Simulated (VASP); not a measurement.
## Ge: single point with r2SCAN

The system is Ge.

```
CELL_PARAMETERS angstrom
0.01419 2.84460 2.84460
2.84460 0.01419 2.84460
2.84460 2.84460 0.01419
ATOMIC_POSITIONS crystal
Ge 0.00030 0.00030 0.00030
Ge 0.24970 0.24970 0.24970
```

| Property | Result |
| --- | --- |
| Program | VASP 6.6.1 |
| Task | single point |
| Functional | r2SCAN |
| Potentials or basis | VASP PAW PBE potentials, release 64 (Ge_d) |
| Cutoff | 520 eV |
| k mesh | 12 × 12 × 12 |
| Occupations | gaussian, width 0.01 eV |
| Spin | no spin polarisation |
| Dipole correction | no |
| Further INCAR settings | ALGO = Normal; EDIFF = 1e-06; NBANDS = 21 |

| Quantity | Value |
| --- | --- |
| Pressure | 0.1 GPa |
| Band gap on the k mesh | 0.29 eV |

Forces in eV/Å, atoms in the order of the input:
```
Ge   0.002  0.002  0.002
Ge  -0.002 -0.002 -0.002
```

Stress tensor (GPa, compression positive):
```
 0.06 -0.33 -0.33
-0.33  0.06 -0.33
-0.33 -0.33  0.06
```

Levels at points of the mesh, in eV from the valence-band top:
```
           k point  band 11  band 12  band 13  band 14  band 15  band 16  band 17  band 18
(0.00, 0.00, 0.00)   -13.25    -0.06     0.00     0.00     0.29     2.64     2.71     2.71
(0.50, 0.00, 0.00)   -11.07    -7.84    -1.52    -1.49     0.36     3.95     3.98     7.61
(0.50, 0.50, 0.00)    -9.22    -9.19    -3.24    -3.18     0.92     1.00     9.99    10.02
(0.50, 0.50, 0.50)   -11.12    -7.85    -1.45    -1.45     0.47     4.00     4.00     7.68
```

Run time: 5.2 min on 1 thread of AMD EPYC 9R45 96-Core Processor (Zen 5), with other jobs on the host, peak memory 0.24 GiB.

Caveat: the PAW data sets were made with another functional, which shifts forces and pressure a little. A k mesh can miss the band edges.
